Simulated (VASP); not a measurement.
Write the native input for VASP 6.6.1 that does the following.

```yaml
Task: single point
Functional: PBE
Potentials_or_basis: VASP PAW PBE potentials, release 64 (K_sv, Zr_sv, N)
Cutoff: 520 eV
k_mesh: 4 × 4 × 4
Occupations: gaussian, width 0.1 eV
Spin: no spin polarisation
Dipole_correction: no
Further_INCAR_settings: ALGO = Normal; EDIFF = 1e-06; NBANDS = 20
```

The structure of KZrN lies in POSCAR:

```
KZrN
1.0
    3.8559990400      0.0000000000      0.0000000000
    0.0000000000      3.8559990400      0.0000000000
    0.0000000000      0.0000000000      3.9274979300
K Zr N
1 1 1
Direct
    0.0000000000      0.0000000000      0.0000000000
    0.5000000000      0.5000000000      0.5000000000
    0.5000000000      0.5000000000      0.0000000000
```

The input as run:

INCAR

```
SYSTEM = KZrN
PREC     = Accurate       ! precision mode
ENCUT    = 520            ! plane-wave cutoff, eV
EDIFF    = 1E-6           ! SCF threshold, eV
ISMEAR   = 0              ! smearing method
SIGMA    = 0.1            ! smearing width, eV
LREAL    = .FALSE.        ! projectors in reciprocal space
LASPH    = .TRUE.         ! aspherical terms in the spheres
NELM     = 60             ! most SCF steps
ALGO     = Normal         ! electronic algorithm
ISIF     = 2              ! what is computed and relaxed
LWAVE    = .FALSE.        ! write WAVECAR
LCHARG   = .FALSE.        ! write CHGCAR
GGA      = PE             ! functional
NBANDS   = 20             ! bands
```

KPOINTS

```
regular mesh
0
G
  4 4 4
  0 0 0
```

Potentials or basis: VASP PAW PBE potentials, release 64 (K_sv, Zr_sv, N).

Run with:

```bash
$ cat potpaw_PBE.64/K_sv/POTCAR potpaw_PBE.64/Zr_sv/POTCAR potpaw_PBE.64/N/POTCAR > POTCAR
$ mpirun -np 1 vasp_std > vasp.out
```

Results of the run:

```json
{
 "Pressure": "18.0 GPa",
 "Band gap on the k mesh": "zero (band 13 reaches 4.96 eV, above the bottom of band 14 at 4.17 eV)"
}
```

Caveat: the k points lie up to 0.41 Å⁻¹ apart.

Run time: 37 s on 1 thread of Oxide Virtual Turin-like Processor, with other jobs on the host, peak memory 0.14 GiB.
